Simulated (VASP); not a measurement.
Write the native input for VASP 6.6.1 that does the following.

```
Task                   : single point
Functional             : PBEsol
Potentials or basis    : VASP PAW PBE potentials, release 64 (Sn_d, Te)
Cutoff                 : 500 eV
k mesh                 : 4 × 4 × 4
Occupations            : gaussian, width 0.01 eV
Spin                   : no spin polarisation
Dipole correction      : no
Further INCAR settings : ALGO = Normal; EDIFF = 1e-06; NBANDS = 17
```

The structure of SnTe (km) lies in POSCAR:

```
SnTe
1.0
    0.0000000000      3.1444100012      3.1444100012
    3.1444100012      0.0000000000      3.1444100012
    3.1444100012      3.1444100012      0.0000000000
Sn Te
1 1
Direct
    0.0000000000      0.0000000000      0.0000000000
    0.5000000000      0.5000000000      0.5000000000
```

One way to write it, as run:

INCAR

```
ALGO = Normal
EDIFF = 1E-6
ENCUT = 500
GGA = PS
GGA_COMPAT = F
ISIF = 2
ISMEAR = 0
LASPH = T
LCHARG = F
LREAL = F
LWAVE = F
NBANDS = 17
NELM = 120
PREC = Accurate
SIGMA = 0.01
```

KPOINTS

```
k-points
0
Gamma
  4 4 4
```

Potentials or basis: VASP PAW PBE potentials, release 64 (Sn_d, Te).

Launch:

```bash
$ cat potpaw_PBE.64/Sn_d/POTCAR potpaw_PBE.64/Te/POTCAR > POTCAR
$ mpirun -np 1 vasp_std > vasp.out
```

Results of the run:

The pressure is -0.8 GPa and the band gap on the k mesh is 0.15 eV, direct.

Caveat: the k points lie up to 0.43 Å⁻¹ apart; the PAW data sets were made with another functional, which shifts forces and pressure a little; spin-orbit coupling is left out, which moves the levels of the heavy elements.

It took 11 s on 1 thread of Intel Xeon 6975P-C, on a shared host, peak memory 0.18 GiB.
